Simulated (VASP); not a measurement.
# CoSi2 (fluorite type) (Fm-3m) in VASP: further runs

CoSi2 (fluorite type) is run at these levels: PBE; tasks: single point, relaxation of cell and atoms.

Program: VASP 6.6.1. These are calculated values, not measurements. Logs are shortened: lines on timing, memory, paths and dates and some standing lists are left out, and cuts for length are marked.

## Step 1: The cell of the first run

Symmetry: Fm-3m, No. 225, cubic system. The conventional cell has a = 4.756 Å, b = 4.756 Å, c = 4.756 Å, α = 90.00°, β = 90.00°, γ = 90.00°. Within 2.7 Å of Co (site symmetry m-3m) lie 8 Si at 2.06 Å. Within 2.7 Å of Si (site symmetry -43m) lie 4 Co at 2.06 Å and 6 Si at 2.38 Å.

## Step 2: Single point, PBE

The input, INCAR:

```
ALGO = Normal
EDIFF = 1E-6
ENCUT = 520
GGA = PE
ISIF = 2
ISMEAR = -1
LASPH = T
LCHARG = F
LREAL = F
LWAVE = F
NBANDS = 16
NELM = 60
PREC = Accurate
SIGMA = 0.08
```

The input, KPOINTS:

```
k-points
0
Gamma
  12 12 12
```

The input, POSCAR:

```
CoSi2
1.0
    0.0000000000      2.3782417273      2.3782417273
    2.3782417273      0.0000000000      2.3782417273
    2.3782417273      2.3782417273      0.0000000000
Co Si
1 2
Direct
    0.0000000000      0.0000000000      0.0000000000
    0.2500000000      0.2500000000      0.2500000000
    0.7500000000      0.7500000000      0.7500000000
```

Potentials or basis: VASP PAW PBE potentials, release 64 (Co, Si).

Launch:

```console
$ cat potpaw_PBE.64/Co/POTCAR potpaw_PBE.64/Si/POTCAR > POTCAR
$ mpirun -np 1 vasp_std > vasp.out
```

OUTCAR:

```text
EDIFF = 1E-6
   ENCUT = 520
   GGA = PE
   ISIF = 2
   ISMEAR = -1
   LASPH = T
   LREAL = F
   NELM = 60
   PREC = Accurate

 ion  position               nearest neighbor table
   1  0.000  0.000  0.000-   3 2.06   3 2.06   3 2.06   2 2.06   3 2.06   2 2.06   2 2.06   2 2.06

   2  0.250  0.250  0.250-   1 2.06   1 2.06   1 2.06   1 2.06   3 2.38   3 2.38   3 2.38   3 2.38
                             3 2.38   3 2.38
   3  0.750  0.750  0.750-   1 2.06   1 2.06   1 2.06   1 2.06   2 2.38   2 2.38   2 2.38   2 2.38
                             2 2.38   2 2.38

  LATTYP: Found a face centered cubic cell.
 ALAT       =     4.7564834546

  Lattice vectors:

 A1 = (   0.0000000000,   2.3782417273,   2.3782417273)
 A2 = (   2.3782417273,   0.0000000000,   2.3782417273)
 A3 = (   2.3782417273,   2.3782417273,   0.0000000000)

Analysis of symmetry for initial positions (statically):
=====================================================================
 Subroutine PRICEL returns:
 Original cell was already a primitive cell.

 Routine SETGRP: Setting up the symmetry group for a
 face centered cubic supercell.

 Subroutine GETGRP returns: Found 48 space group operations
 (whereof 48 operations were pure point group operations)
 out of a pool of 48 trial point group operations.

The static configuration has the point symmetry O_h .

Analysis of symmetry for dynamics (positions and initial velocities):
=====================================================================
 Subroutine PRICEL returns:
 Original cell was already a primitive cell.

 Routine SETGRP: Setting up the symmetry group for a
 face centered cubic supercell.

 Subroutine GETGRP returns: Found 48 space group operations
 (whereof 48 operations were pure point group operations)
 out of a pool of 48 trial point group operations.

The dynamic configuration has the point symmetry O_h .

 Subroutine INISYM returns: Found 48 space group operations
 (whereof 48 operations are pure point group operations),
 and found     1 'primitive' translations

----------------------------------------------------------------------------------------

                                     Primitive cell

  volume of cell :      26.9028

  direct lattice vectors                    reciprocal lattice vectors
     0.000000000  2.378241727  2.378241727    -0.210239352  0.210239352  0.210239352
     2.378241727  0.000000000  2.378241727     0.210239352 -0.210239352  0.210239352
     2.378241727  2.378241727  0.000000000     0.210239352  0.210239352 -0.210239352

  length of vectors
     3.363341705  3.363341705  3.363341705     0.364145240  0.364145240  0.364145240

  position of ions in fractional coordinates (direct lattice)
     0.000000000  0.000000000  0.000000000
     0.250000000  0.250000000  0.250000000
     0.750000000  0.750000000  0.750000000

  ion indices of the primitive-cell ions
   primitive index   ion index
                 1           1
                 2           2
                 3           3

----------------------------------------------------------------------------------------

 KPOINTS: k-points

Automatic generation of k-mesh.
 Grid dimensions read from file:
 generate k-points for:   12   12   12

 Generating k-lattice:

  Cartesian coordinates                     Fractional coordinates (reciprocal lattice)
    -0.017519946  0.017519946  0.017519946     0.083333333  0.000000000  0.000000000
     0.017519946 -0.017519946  0.017519946     0.000000000  0.083333333  0.000000000
     0.017519946  0.017519946 -0.017519946     0.000000000  0.000000000  0.083333333

  Length of vectors
     0.030345437  0.030345437  0.030345437

  Shift w.r.t. Gamma in fractional coordinates (k-lattice)
     0.000000000  0.000000000  0.000000000

 Subroutine IBZKPT returns following result:
 ===========================================

 Found     72 irreducible k-points:

 Following reciprocal coordinates:
            Coordinates               Weight
  0.000000  0.000000  0.000000      1.000000
  0.083333  0.000000  0.000000      8.000000
  0.166667  0.000000  0.000000      8.000000
  0.250000  0.000000  0.000000      8.000000
  0.333333  0.000000  0.000000      8.000000
  0.416667  0.000000  0.000000      8.000000
[... 16 lines left out ...]
  0.500000  0.166667  0.000000     24.000000
 -0.416667  0.166667  0.000000     24.000000
 [... further k-points ...]
   k-points           NKPTS =     72   k-points in BZ     NKDIM =     72   number of bands    NBANDS=     16
   number of dos      NEDOS =    301   number of ions     NIONS =      3
   total plane-waves  NPLWV =  21952
   dimension x,y,z NGX =    28 NGY =   28 NGZ =   28
   dimension x,y,z NGXF=    56 NGYF=   56 NGZF=   56
   ions per type =               1   2
   NGX,Y,Z   is equivalent  to a cutoff of  13.84, 13.84, 13.84 a.u.
   NGXF,Y,Z  is equivalent  to a cutoff of  27.68, 27.68, 27.68 a.u.
 SYSTEM =  unknown system
   PREC   = accura    normal or accurate (medium, high low for compatibility)
   ISTART =      0    job   : 0-new  1-cont  2-samecut
   ICHARG =      2    charge: 1-file 2-atom 10-const
   ISPIN  =      1    spin polarized calculation?
   LNONCOLLINEAR =      F non collinear calculations
   LSORBIT =      F    spin-orbit coupling
   LASPH  =      T    aspherical Exc in radial PAW
   ENCUT  =  520.0 eV  38.22 Ry    6.18 a.u.   6.25  6.25  6.25*2*pi/ulx,y,z
   NELM   =     60;   NELMIN=  2; NELMDL= -5     # of ELM steps
   EDIFF  = 0.1E-05   stopping-criterion for ELM
   LREAL  =      F    real-space projection
   EDIFFG = 0.1E-04   stopping-criterion for IOM
   NSW    =      0    number of steps for IOM
   IBRION =     -1    ionic relax: 0-MD 1-quasi-New 2-CG
   NFREE  =      0    steps in history (QN), initial steepest desc. (CG)
   ISIF   =      2    stress and relaxation
   ISYM   =      2    0-nonsym 1-usesym 2-fastsym
   POTIM  = 0.5000    time-step for ionic-motion
   TEBEG  =    0.0;   TEEND  =   0.0 temperature during run
   PSTRESS=    0.0 pullay stress
   NELECT =      17.0000    total number of electrons
   NUPDOWN=      -1.0000    fix difference up-down
   EMIN   =  10.00;   EMAX   =-10.00  energy-range for DOS
   EFERMI =   0.00;   METHOD = LEGACY
   ISMEAR =    -1;   SIGMA  =   0.08  broadening in eV -4-tet -1-fermi 0-gaus
   EFERMI_NEDOS =   21; number of points for ismear=-14 and -15
   IALGO  =     38    algorithm
   IMIX   =      4    mixing-type and parameters
     AMIX     =   0.40;   BMIX     =  1.00
     AMIX_MAG =   1.60;   BMIX_MAG =  1.00
  volume/ion in A,a.u.               =       8.97        60.52
  Fermi-wavevector in a.u.,A,eV,Ry     =   1.404834  2.654752 26.851911  1.973560
  Thomas-Fermi vector in A             =   2.527356
   LORBIT       =      0    0 simple, 1 ext, 2 COOP (PROOUT), +10 PAW based schemes
   GGA     = PE    functional components
   LHFCALC =     F    Hartree Fock is set to
   AEXX    =    0.0000 exact exchange contribution
   IVDW    =     0    specifies the selected vdW correction
   LEPSILON=     F    determine dielectric tensor
   LRPA    =     F    only Hartree local field effects (RPA)
 non-spin polarized calculation
  energy-cutoff  :      520.00
  volume of cell :       26.90
 maximum number of plane-waves:       745
 NGX is ok and might be reduce to    28
   NGX = 13   NGY = 13   NGZ = 13

 number of electron      17.0000001 magnetization

 Free energy of the ion-electron system (eV)
  ---------------------------------------------------
  ext. energy  EPLUGINS =         0.00000000
  ---------------------------------------------------
  free energy    TOTEN  =       -15.61353055 eV

  energy without entropy =      -15.59916902  energy(sigma->0) =      -15.60634979

 E-fermi :  15.7133     XC(G=0): -13.4784

 val. band max:       15.5866058946   @ k =   0.2500   0.2500   0.0000
 cond. band min:      15.7553692415   @ k =   0.4167   0.2500   0.0833
 fundamental gap:      0.1687633469
 Fermi energy:        15.7132601955

 k-point     1 :       0.0000    0.0000    0.0000
  band No.  band energies     occupation
      1      -0.4827      2.00000
      2       9.7132      2.00000
      3       9.7132      2.00000
      4       9.7132      2.00000
      5      12.2278      2.00000
      6      12.2278      2.00000
[... 8 lines left out ...]
     15      23.3841      0.00000
     16      23.3841      0.00000

 k-point     2 :       0.0833    0.0000    0.0000
  band No.  band energies     occupation
      1      -0.3446      2.00000
      2       9.5313      2.00000
      3       9.7636      2.00000
      4       9.7636      2.00000
      5      12.1826      2.00000
      6      12.1826      2.00000
[... 8 lines left out ...]
     15      22.5700      0.00000
     16      23.3895      0.00000

 k-point     3 :       0.1667    0.0000    0.0000
  band No.  band energies     occupation
      1       0.0662      2.00000
      2       8.9899      2.00000
      3       9.8945      2.00000
      4       9.8945      2.00000
      5      12.0944      2.00000
      6      12.0944      2.00000
[... 8 lines left out ...]
     15      22.6695      0.00000
     16      24.5493      0.00000

 k-point     4 :       0.2500    0.0000    0.0000
  band No.  band energies     occupation
      1       0.7388      2.00000
      2       8.0985      2.00000
      3      10.0434      2.00000
      4      10.0434      2.00000
      5      12.0827      2.00000
      6      12.0827      2.00000
[... 8 lines left out ...]
     15      23.5762      0.00000
     16      26.1012      0.00000
[... 324 lines left out ...]
 k-point    22 :       0.4167    0.1667    0.0000
  band No.  band energies     occupation
      1       2.4689      2.00000
      2       6.7543      2.00000
      3       9.7283      2.00000
      4      10.1924      2.00000
      5      11.3124      2.00000
      6      12.7611      2.00000
[... 8 lines left out ...]
     15      28.3763      0.00000
     16      29.5340      0.00000

 k-point    23 :       0.5000    0.1667    0.0000
  band No.  band energies     occupation
      1       3.6263      2.00000
      2       5.4506      2.00000
      3       9.4993      2.00000
      4      10.3043      2.00000
      5      11.5008      2.00000
      6      12.6115      2.00000
[... 8 lines left out ...]
     15      28.1096      0.00000
     16      30.0285      0.00000

 k-point    24 :      -0.4167    0.1667    0.0000
  band No.  band energies     occupation
      1       4.0176      2.00000
      2       5.0335      2.00000
      3       9.3015      2.00000
      4      10.4336      2.00000
      5      11.7154      2.00000
      6      12.3063      2.00000
[... 8 lines left out ...]
     15      26.5893      0.00000
     16      28.1173      0.00000

 [... further k-points ...]

------------------------ aborting loop because EDIFF is reached ----------------------------------------

  FORCE on cell =-STRESS in cart. coord.  units (eV):
  Direction    XX          YY          ZZ          XY          YZ          ZX
  --------------------------------------------------------------------------------------
  -------------------------------------------------------------------------------------
  Total       23.5840553     23.5840553     23.5840553      0.0000000      0.0000000      0.0000000
  in kB     1404.5302175   1404.5302175   1404.5302175      0.0000000      0.0000000      0.0000000
  external PRESSURE =    1404.5302175 kB  Pullay stress =       0.0000000 kB

 VOLUME and BASIS-vectors are now :
 -----------------------------------------------------------------------------
  energy-cutoff  :      520.00
  volume of cell :       26.90
      direct lattice vectors                 reciprocal lattice vectors
     0.000000000  2.378241727  2.378241727    -0.210239352  0.210239352  0.210239352
     2.378241727  0.000000000  2.378241727     0.210239352 -0.210239352  0.210239352
     2.378241727  2.378241727  0.000000000     0.210239352  0.210239352 -0.210239352

 POSITION                                       TOTAL-FORCE (eV/Angst)
 -----------------------------------------------------------------------------------
      0.00000      0.00000      0.00000         0.000000      0.000000     -0.000000
      1.18912      1.18912      1.18912        -0.000000     -0.000000      0.000000
      3.56736      3.56736      3.56736        -0.000000      0.000000     -0.000000
 -----------------------------------------------------------------------------------
    total drift:                               -0.000000     -0.000000      0.000000

  FREE ENERGIE OF THE ION-ELECTRON SYSTEM (eV)
  ---------------------------------------------------
  free  energy   TOTEN  =       -15.6135305539 eV

  energy  without entropy=      -15.5991690219  energy(sigma->0) =      -15.60634979
```

Wall time 17 s (1 thread of Intel Xeon 6975P-C (Granite Rapids), shared host); peak memory 0.17 GiB.

Results:

```yaml
Free_energy: -15.6135 eV
Pressure: 140.5 GPa
```

(Part 1 of 2 ends here.)
